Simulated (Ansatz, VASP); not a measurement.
# Two plane-wave programs on Mg2NCl

The input INCAR:

```
PREC     = Accurate       # precision mode
ENCUT    = 520            # plane-wave cutoff, eV
EDIFF    = 1E-6           # SCF threshold, eV
ISMEAR   = 0              # smearing method
SIGMA    = 0.05           # smearing width, eV
LREAL    = False          # projectors in reciprocal space
LASPH    = True           # aspherical terms in the spheres
NELM     = 80             # most SCF steps
ALGO     = Normal         # electronic algorithm
ISIF     = 2              # what is computed and relaxed
LWAVE    = False          # write WAVECAR
LCHARG   = False          # write CHGCAR
NBANDS   = 16             # bands
```

File KPOINTS:

```
regular mesh
0
Gamma
  9 9 9
```

File POSCAR:

```
Mg2NCl
1.0
    1.7436999469      1.0067256337      5.8529025750
   -1.7436999469      1.0067256337      5.8529025750
    0.0000000000     -2.0134512675      5.8529025750
Mg N Cl
2 1 1
Direct
    0.2228150000      0.2228150000      0.2228150000
    0.7771850000      0.7771850000      0.7771850000
    0.5000000000      0.5000000000      0.5000000000
    0.0000000000      0.0000000000      0.0000000000
```

Input for Ansatz:

```yaml
crystal:
  lattice:
    - [1.7436999469, 1.0067256337, 5.852902575]
    - [-1.7436999469, 1.0067256337, 5.852902575]
    - [0.0, -2.0134512675, 5.852902575]
  atoms:
    - { symbol: Mg, position: [0.222815, 0.222815, 0.222815] }
    - { symbol: Mg, position: [0.777185, 0.777185, 0.777185] }
    - { symbol: "N", position: [0.5, 0.5, 0.5] }
    - { symbol: Cl, position: [0.0, 0.0, 0.0] }
basis:
  ecutwfc: 420
kpoints:
  mp_grid: { grid: [9, 9, 9] }
hamiltonian:
  xc: lda
scf:
  occupations: { method: gaussian, width: 0.05 }
output:
  forces: true
  stress: true
  eigenvalues: true
```

Change from the starting cell: strain +0.050 along x and y, -0.025 along z, atoms carried along.

Alike in both runs: task single point; functional LDA; k mesh 9 × 9 × 9; occupations gaussian, width 0.05 eV; no spin polarisation.

|  | VASP | Ansatz |
| --- | --- | --- |
| version | VASP 6.6.1 | Ansatz 0.2.0 |
| potentials or method | VASP PAW LDA potentials, release 64 (Mg, N, Cl), cutoff 520 eV | scalar-relativistic, plane waves, PAW |
| valence electrons in the cell | 16 | 32 |

```tsv
	VASP	Ansatz	Ansatz less VASP
gap on the k mesh at the Fermi level (eV)	1.94	1.95	+0.012
least direct gap on the mesh (eV)	1.94	1.95	+0.012
pressure (GPa)	-11.8	-11.1	+0.68
traceless stress, the component that is largest in VASP (GPa)	7.44	7.42	-0.019
rms of the force components (eV/Å)	0.076	0.060	-0.0157
```

LDA's correlation is that of Perdew and Zunger in VASP and of Perdew and Wang (1992) in Ansatz. Atom by atom the forces differ by 0.016 eV/Å (rms over components). VASP's potentials hold 16 valence electrons a cell and Ansatz's 32, so a difference there can come from the potentials and not from the codes.
